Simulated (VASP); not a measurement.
A run of VASP 6.6.1 is set up as follows.

INCAR

```
SYSTEM = Ti
ALGO     = Normal         ! electronic algorithm
EDIFF    = 1E-6           ! SCF threshold, eV
ENCUT    = 520            ! plane-wave cutoff, eV
GGA      = PS             ! functional
ISIF     = 2              ! what is computed and relaxed
ISMEAR   = -1             ! smearing method
LASPH    = .TRUE.         ! aspherical terms in the spheres
LCHARG   = .TRUE.         ! write CHGCAR
LELF     = .TRUE.         ! ELF
LREAL    = .FALSE.        ! projectors in reciprocal space
LVHAR    = .TRUE.       
LWAVE    = .FALSE.        ! write WAVECAR
NBANDS   = 12             ! bands
NELM     = 80             ! most SCF steps
PREC     = Accurate       ! precision mode
SIGMA    = 0.05           ! smearing width, eV
```

KPOINTS

```
k-points
0
G
  9 9 9
  0 0 0
```

File POSCAR:

```
Ti
1.0
    0.0000000000      2.0300000000      2.1112000000
    2.0300000000      0.0000000000      2.1112000000
    2.0300000000      2.0300000000      0.0000000000
Ti
1
Direct
    0.0000000000      0.0000000000      0.0000000000
```

Potentials or basis: VASP PAW PBE potentials, release 64 (Ti_sv).

The run is started by

```sh
$ cat potpaw_PBE.64/Ti_sv/POTCAR > POTCAR
$ mpirun -np 1 vasp_std > vasp.out
```

Estimate the band gap on the k mesh.

zero (band 6 reaches 8.73 eV, above the bottom of band 7 at 7.66 eV).

Predict the pressure.

-4.5 GPa.

Stress tensor (GPa, compression positive):
```
-4.35  0.00  0.00
 0.00 -4.35  0.00
 0.00  0.00 -4.90
```

Caveat: the PAW data sets were made with another functional, which shifts forces and pressure a little.
